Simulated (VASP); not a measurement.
# Be (I4/mmm) in VASP: a series of runs

Runs on Be. Level: PBEsol. Tasks: electric field gradients.

Program: VASP 6.6.1. These are calculated values, not measurements. Logs are shortened: lines on timing, memory, paths and dates and some standing lists are left out, and cuts for length are marked.

## Step 1: The cell of the first run

The structure is tetragonal, space group I4/mmm (No. 139). The conventional cell has a = 2.506 Å, b = 2.506 Å, c = 2.531 Å, α = 90.00°, β = 90.00°, γ = 90.00°. Be (site symmetry 4/mmm) has 14 Be at 2.18 to 2.53 Å within 2.9 Å.

## Step 2: Electric field gradients, PBEsol (zz strain of +1 %)

File INCAR:

```
SYSTEM = Be
PREC = Accurate ; ENCUT = 520
EDIFF = 1E-8 ; ISMEAR = -1
SIGMA = 0.03 ; LREAL = .False.
LASPH = .True. ; NELM = 100
ALGO = Normal ; ISIF = 2
LWAVE = .False. ; LCHARG = .False.
GGA = PS ; LEFG = .True.
NBANDS = 7
```

File KPOINTS:

```
Automatic mesh
0
Gamma
  23 23 23
  0 0 0
```

File POSCAR:

```
Be
1.0
   -1.2531209513      1.2531209513      1.2656521608
    1.2531209513     -1.2531209513      1.2656521608
    1.2531209513      1.2531209513     -1.2656521608
Be
1
Direct
    0.0000000000      0.0000000000      0.0000000000
```

Potentials or basis: VASP PAW PBE potentials, release 64 (Be).

Started as:

```bash
cat potpaw_PBE.64/Be/POTCAR > POTCAR
mpirun -np 1 vasp_std > vasp.out
```

OUTCAR:

```text
SYSTEM = Be
   PREC = Accurate
   ENCUT = 520
   EDIFF = 1E-8
   ISMEAR = -1
   LREAL = .False.
   LASPH = .True.
   NELM = 100
   ISIF = 2
   GGA = PS

 ion  position               nearest neighbor table
   1  0.000  0.000  0.000-

  LATTYP: Found a body centered tetragonal cell.
 ALAT       =     2.5062419026
 C/A-ratio  =     1.0100000000

  Lattice vectors:

 A1 = (  -1.2531209513,   1.2531209513,   1.2656521608)
 A2 = (   1.2531209513,  -1.2531209513,   1.2656521608)
 A3 = (   1.2531209513,   1.2531209513,  -1.2656521608)

Analysis of symmetry for initial positions (statically):
=====================================================================
 Subroutine PRICEL returns:
 Original cell was already a primitive cell.

 Routine SETGRP: Setting up the symmetry group for a
 body centered tetragonal supercell.

 Subroutine GETGRP returns: Found 16 space group operations
 (whereof 16 operations were pure point group operations)
 out of a pool of 16 trial point group operations.

The static configuration has the point symmetry D_4h.

Analysis of symmetry for dynamics (positions and initial velocities):
=====================================================================
 Subroutine PRICEL returns:
 Original cell was already a primitive cell.

 Routine SETGRP: Setting up the symmetry group for a
 body centered tetragonal supercell.

 Subroutine GETGRP returns: Found 16 space group operations
 (whereof 16 operations were pure point group operations)
 out of a pool of 16 trial point group operations.

The dynamic configuration has the point symmetry D_4h.

 Subroutine INISYM returns: Found 16 space group operations
 (whereof 16 operations are pure point group operations),
 and found     1 'primitive' translations

----------------------------------------------------------------------------------------

                                     Primitive cell

  volume of cell :       7.9499

  direct lattice vectors                    reciprocal lattice vectors
    -1.253120951  1.253120951  1.265652161     0.000000000  0.399003783  0.395053250
     1.253120951 -1.253120951  1.265652161     0.399003783  0.000000000  0.395053250
     1.253120951  1.253120951 -1.265652161     0.399003783  0.399003783  0.000000000

  length of vectors
     2.177728089  2.177728089  2.177728089     0.561490062  0.561490062  0.564276561
[... 109 lines left out ...]
   LRPA    =     F    only Hartree local field effects (RPA)
 non-spin polarized calculation
  energy-cutoff  :      520.00
  volume of cell :        7.95
 maximum number of plane-waves:       236
   NGX =  7   NGY =  7   NGZ =  7

 number of electron       2.0000000 magnetization

 Free energy of the ion-electron system (eV)
  ---------------------------------------------------
  ext. energy  EPLUGINS =         0.00000000
  ---------------------------------------------------
  free energy    TOTEN  =        -3.89793169 eV

  energy without entropy =       -3.89749105  energy(sigma->0) =       -3.89771137

 E-fermi :   7.8409     XC(G=0): -10.5955

 val. band max:        7.8296226573   @ k =   0.3478   0.3043   0.0870
 cond. band min:       7.8580904896   @ k =  -0.4348  -0.4348   0.2609
 fundamental gap:      0.0284678324
 Fermi energy:         7.8409227654

 k-point     1 :       0.0000    0.0000    0.0000
  band No.  band energies     occupation
      1      -4.3428      2.00000
      2      26.9631      0.00000
      3      27.0415      0.00000
      4      27.0415      0.00000
      5      38.1920      0.00000
      6      38.1920      0.00000
      7      38.6305      0.00000
[... 221 lines left out ...]
 k-point    24 :      -0.4783    0.0435   -0.0000
  band No.  band energies     occupation
      1       2.2775      2.00000
      2       8.7033      0.00000
      3      19.9132      0.00000
      4      22.7497      0.00000
      5      29.0702      0.00000
      6      33.9373      0.00000
      7      43.1755      0.00000

 [... further k-points ...]
[... 5 lines left out ...]
  --------------------------------------------------------------------------------------
  -------------------------------------------------------------------------------------
  Total       -0.1646577     -0.1646577     -0.0831020      0.0000000      0.0000000      0.0000000
  in kB      -33.1842780    -33.1842780    -16.7479432      0.0000000      0.0000000      0.0000000
  external PRESSURE =     -27.7054997 kB  Pullay stress =       0.0000000 kB

 VOLUME and BASIS-vectors are now :
 -----------------------------------------------------------------------------
  energy-cutoff  :      520.00
  volume of cell :        7.95
      direct lattice vectors                 reciprocal lattice vectors
    -1.253120951  1.253120951  1.265652161     0.000000000  0.399003783  0.395053250
     1.253120951 -1.253120951  1.265652161     0.399003783  0.000000000  0.395053250
     1.253120951  1.253120951 -1.265652161     0.399003783  0.399003783  0.000000000

 POSITION                                       TOTAL-FORCE (eV/Angst)
 -----------------------------------------------------------------------------------
      0.00000      0.00000      0.00000        -0.000000      0.000000      0.000000
 -----------------------------------------------------------------------------------
    total drift:                               -0.000000     -0.000000     -0.000000

  FREE ENERGIE OF THE ION-ELECTRON SYSTEM (eV)
  ---------------------------------------------------
  free  energy   TOTEN  =        -3.8979316937 eV

  energy  without entropy=       -3.8974910486  energy(sigma->0) =       -3.89771137

 Electric field gradients (V/A^2)
---------------------------------------------------------------------
 ion       V_xx      V_yy      V_zz      V_xy      V_xz      V_yz
---------------------------------------------------------------------
   1       0.011     0.011    -0.023     0.000     0.000     0.000
---------------------------------------------------------------------

 Electric field gradients after diagonalization (V/A^2)
 (convention: |V_zz| > |V_xx| > |V_yy|)
----------------------------------------------------------------------
 ion       V_xx      V_yy      V_zz     asymmetry (V_yy - V_xx)/ V_zz
----------------------------------------------------------------------
   1       0.011     0.011    -0.023       0.000
----------------------------------------------------------------------

           NMR quadrupolar parameters

 Cq : quadrupolar parameter    Cq=e*Q*V_zz/h
 eta: asymmetry parameters     (V_yy - V_xx)/ V_zz
 Q  : nuclear electric quadrupole moment in mb (millibarn)
----------------------------------------------------------------------
 ion       Cq(MHz)       eta       Q (mb)
----------------------------------------------------------------------
   1      -0.000       0.000       1.000
----------------------------------------------------------------------
```

stdout:

```text
POSCAR found type information on POSCAR Be
 POSCAR found :  1 types and       1 ions
 scaLAPACK will be used
 -----------------------------------------------------------------------------
|                                                                             |
|                                                                             |
|     You enforced a specific xc type in the INCAR file but a different       |
|     I HOPE YOU KNOW WHAT YOU ARE DOING!                                     |
|                                                                             |
 -----------------------------------------------------------------------------

 LDA part: xc-table for (Slater+PW92), standard interpolation
 POSCAR, INCAR and KPOINTS ok, starting setup
 FFT: planning ... GRIDC
 FFT: planning ... GRID_SOFT
 FFT: planning ... GRID
 WAVECAR not read
 entering main loop
ion   1
```

It took 19 s on 1 thread of Intel Xeon Platinum 8488C (Sapphire Rapids), shared host; peak memory 0.15 GiB.

Results:

```yaml
Free_energy: -3.8979 eV
Pressure: -2.8 GPa
Band_gap_on_the_k_mesh: zero (band 1 reaches 11.45 eV, above the bottom of band 2 at 6.55 eV)
```

Stress tensor (GPa, compression positive):
```
-3.32  0.00  0.00
 0.00 -3.32  0.00
 0.00  0.00 -1.67
```

Caveat: the cell differs from its parent crystal (zz strain of +1 %); without QUAD_EFG the Cq values of the log hold for a quadrupole moment of 1 mb, not for the nuclei; the PAW data sets were made with another functional, which shifts forces and pressure a little.

## Step 3: Electric field gradients, PBEsol (zz strain of +1 %)

File INCAR:

```
PREC     = Accurate       # precision mode
ENCUT    = 520            # plane-wave cutoff, eV
EDIFF    = 1E-8           # SCF threshold, eV
ISMEAR   = -1             # smearing method
SIGMA    = 0.03           # smearing width, eV
LREAL    = F              # projectors in reciprocal space
LASPH    = T              # aspherical terms in the spheres
NELM     = 80             # most SCF steps
ALGO     = Normal         # electronic algorithm
ISIF     = 2              # what is computed and relaxed
LWAVE    = F              # write WAVECAR
LCHARG   = F              # write CHGCAR
GGA      = PS             # functional
LEFG     = T            
NBANDS   = 7              # bands
```

File KPOINTS:

```
Automatic mesh
0
Gamma
  23 23 23
```

POSCAR is that of step 2.

Potentials or basis: VASP PAW PBE potentials, release 64 (Be).

Started as:

```bash
cat potpaw_PBE.64/Be/POTCAR > POTCAR
mpirun -np 1 vasp_std > vasp.out
```

OUTCAR:

```text
PREC = Accurate
   ENCUT = 520
   EDIFF = 1E-8
   ISMEAR = -1
   LREAL = F
   LASPH = T
   NELM = 80
   ISIF = 2
   GGA = PS

 ion  position               nearest neighbor table
   1  0.000  0.000  0.000-

  LATTYP: Found a body centered tetragonal cell.
 ALAT       =     2.5062419026
 C/A-ratio  =     1.0100000000

  Lattice vectors:

 A1 = (  -1.2531209513,   1.2531209513,   1.2656521608)
 A2 = (   1.2531209513,  -1.2531209513,   1.2656521608)
 A3 = (   1.2531209513,   1.2531209513,  -1.2656521608)

Analysis of symmetry for initial positions (statically):
=====================================================================
 Subroutine PRICEL returns:
 Original cell was already a primitive cell.

 Routine SETGRP: Setting up the symmetry group for a
 body centered tetragonal supercell.

 Subroutine GETGRP returns: Found 16 space group operations
 (whereof 16 operations were pure point group operations)
 out of a pool of 16 trial point group operations.

The static configuration has the point symmetry D_4h.

Analysis of symmetry for dynamics (positions and initial velocities):
=====================================================================
 Subroutine PRICEL returns:
 Original cell was already a primitive cell.

 Routine SETGRP: Setting up the symmetry group for a
 body centered tetragonal supercell.

 Subroutine GETGRP returns: Found 16 space group operations
 (whereof 16 operations were pure point group operations)
 out of a pool of 16 trial point group operations.

The dynamic configuration has the point symmetry D_4h.

 Subroutine INISYM returns: Found 16 space group operations
 (whereof 16 operations are pure point group operations),
 and found     1 'primitive' translations

----------------------------------------------------------------------------------------

                                     Primitive cell

  volume of cell :       7.9499

  direct lattice vectors                    reciprocal lattice vectors
    -1.253120951  1.253120951  1.265652161     0.000000000  0.399003783  0.395053250
     1.253120951 -1.253120951  1.265652161     0.399003783  0.000000000  0.395053250
     1.253120951  1.253120951 -1.265652161     0.399003783  0.399003783  0.000000000

  length of vectors
     2.177728089  2.177728089  2.177728089     0.561490062  0.561490062  0.564276561

  position of ions in fractional coordinates (direct lattice)
     0.000000000  0.000000000  0.000000000

  ion indices of the primitive-cell ions
   primitive index   ion index
                 1           1

----------------------------------------------------------------------------------------

 KPOINTS: Automatic mesh

Automatic generation of k-mesh.
 Grid dimensions read from file:
 generate k-points for:   23   23   23

 Generating k-lattice:

[... 58 lines left out ...]
   LASPH  =      T    aspherical Exc in radial PAW
   ENCUT  =  520.0 eV  38.22 Ry    6.18 a.u.   4.05  4.05  4.05*2*pi/ulx,y,z
   NELM   =     80;   NELMIN=  2; NELMDL= -5     # of ELM steps
   EDIFF  = 0.1E-07   stopping-criterion for ELM
   LREAL  =      F    real-space projection
   EDIFFG = 0.1E-06   stopping-criterion for IOM
   NSW    =      0    number of steps for IOM
   IBRION =     -1    ionic relax: 0-MD 1-quasi-New 2-CG
   NFREE  =      0    steps in history (QN), initial steepest desc. (CG)
   ISIF   =      2    stress and relaxation
   ISYM   =      2    0-nonsym 1-usesym 2-fastsym
   POTIM  = 0.5000    time-step for ionic-motion
   TEBEG  =    0.0;   TEEND  =   0.0 temperature during run
   PSTRESS=    0.0 pullay stress
   NELECT =       2.0000    total number of electrons
   NUPDOWN=      -1.0000    fix difference up-down
   EMIN   =  10.00;   EMAX   =-10.00  energy-range for DOS
   EFERMI =   0.00;   METHOD = LEGACY
   ISMEAR =    -1;   SIGMA  =   0.03  broadening in eV -4-tet -1-fermi 0-gaus
   EFERMI_NEDOS =   21; number of points for ismear=-14 and -15
   IALGO  =     38    algorithm
   IMIX   =      4    mixing-type and parameters
     AMIX     =   0.40;   BMIX     =  1.00
     AMIX_MAG =   1.60;   BMIX_MAG =  1.00
  volume/ion in A,a.u.               =       7.95        53.65
  Fermi-wavevector in a.u.,A,eV,Ry     =   1.033470  1.952976 14.531854  1.068061
  Thomas-Fermi vector in A             =   2.167719
   LORBIT       =      0    0 simple, 1 ext, 2 COOP (PROOUT), +10 PAW based schemes
   GGA     = PS    functional components
   LHFCALC =     F    Hartree Fock is set to
   AEXX    =    0.0000 exact exchange contribution
   IVDW    =     0    specifies the selected vdW correction
   LEPSILON=     F    determine dielectric tensor
   LRPA    =     F    only Hartree local field effects (RPA)
 non-spin polarized calculation
  energy-cutoff  :      520.00
  volume of cell :        7.95
 maximum number of plane-waves:       236
   NGX =  7   NGY =  7   NGZ =  7

 number of electron       2.0000000 magnetization

 Free energy of the ion-electron system (eV)
  ---------------------------------------------------
  ext. energy  EPLUGINS =         0.00000000
  ---------------------------------------------------
  free energy    TOTEN  =        -3.89793169 eV

  energy without entropy =       -3.89749105  energy(sigma->0) =       -3.89771137

 E-fermi :   7.8409     XC(G=0): -10.5955

 val. band max:        7.8296226573   @ k =   0.3478   0.3043   0.0870
 cond. band min:       7.8580904896   @ k =  -0.4348  -0.4348   0.2609
 fundamental gap:      0.0284678324
 Fermi energy:         7.8409227654

 k-point     1 :       0.0000    0.0000    0.0000
  band No.  band energies     occupation
      1      -4.3428      2.00000
      2      26.9631      0.00000
      3      27.0415      0.00000
      4      27.0415      0.00000
      5      38.1920      0.00000
      6      38.1920      0.00000
      7      38.6305      0.00000
[... 221 lines left out ...]
 k-point    24 :      -0.4783    0.0435   -0.0000
  band No.  band energies     occupation
      1       2.2775      2.00000
      2       8.7033      0.00000
      3      19.9132      0.00000
      4      22.7497      0.00000
      5      29.0702      0.00000
      6      33.9373      0.00000
      7      43.1755      0.00000

 [... further k-points ...]
[... 5 lines left out ...]
  --------------------------------------------------------------------------------------
  -------------------------------------------------------------------------------------
  Total       -0.1646577     -0.1646577     -0.0831020      0.0000000      0.0000000      0.0000000
  in kB      -33.1842780    -33.1842780    -16.7479432      0.0000000      0.0000000      0.0000000
  external PRESSURE =     -27.7054997 kB  Pullay stress =       0.0000000 kB

 VOLUME and BASIS-vectors are now :
 -----------------------------------------------------------------------------
  energy-cutoff  :      520.00
  volume of cell :        7.95
      direct lattice vectors                 reciprocal lattice vectors
    -1.253120951  1.253120951  1.265652161     0.000000000  0.399003783  0.395053250
     1.253120951 -1.253120951  1.265652161     0.399003783  0.000000000  0.395053250
     1.253120951  1.253120951 -1.265652161     0.399003783  0.399003783  0.000000000

 POSITION                                       TOTAL-FORCE (eV/Angst)
 -----------------------------------------------------------------------------------
      0.00000      0.00000      0.00000        -0.000000      0.000000      0.000000
 -----------------------------------------------------------------------------------
    total drift:                               -0.000000     -0.000000     -0.000000

  FREE ENERGIE OF THE ION-ELECTRON SYSTEM (eV)
  ---------------------------------------------------
  free  energy   TOTEN  =        -3.8979316937 eV

  energy  without entropy=       -3.8974910486  energy(sigma->0) =       -3.89771137

 Electric field gradients (V/A^2)
---------------------------------------------------------------------
 ion       V_xx      V_yy      V_zz      V_xy      V_xz      V_yz
---------------------------------------------------------------------
   1       0.011     0.011    -0.023     0.000     0.000     0.000
---------------------------------------------------------------------

 Electric field gradients after diagonalization (V/A^2)
 (convention: |V_zz| > |V_xx| > |V_yy|)
----------------------------------------------------------------------
 ion       V_xx      V_yy      V_zz     asymmetry (V_yy - V_xx)/ V_zz
----------------------------------------------------------------------
   1       0.011     0.011    -0.023       0.000
----------------------------------------------------------------------

           NMR quadrupolar parameters

 Cq : quadrupolar parameter    Cq=e*Q*V_zz/h
 eta: asymmetry parameters     (V_yy - V_xx)/ V_zz
 Q  : nuclear electric quadrupole moment in mb (millibarn)
----------------------------------------------------------------------
 ion       Cq(MHz)       eta       Q (mb)
----------------------------------------------------------------------
   1      -0.000       0.000       1.000
----------------------------------------------------------------------
```

Run time: 20 s. Hardware: 1 thread of Intel Xeon Platinum 8488C (Sapphire Rapids), shared host; peak memory 0.15 GiB.

Results:

```yaml
Free_energy: -3.8979 eV
Pressure: -2.8 GPa
Band_gap_on_the_k_mesh: zero (band 1 reaches 11.45 eV, above the bottom of band 2 at 6.55 eV)
```

Caveat: the cell differs from its parent crystal (zz strain of +1 %); without QUAD_EFG the Cq values of the log hold for a quadrupole moment of 1 mb, not for the nuclei; the PAW data sets were made with another functional, which shifts forces and pressure a little.

[end of part 1 of 2]
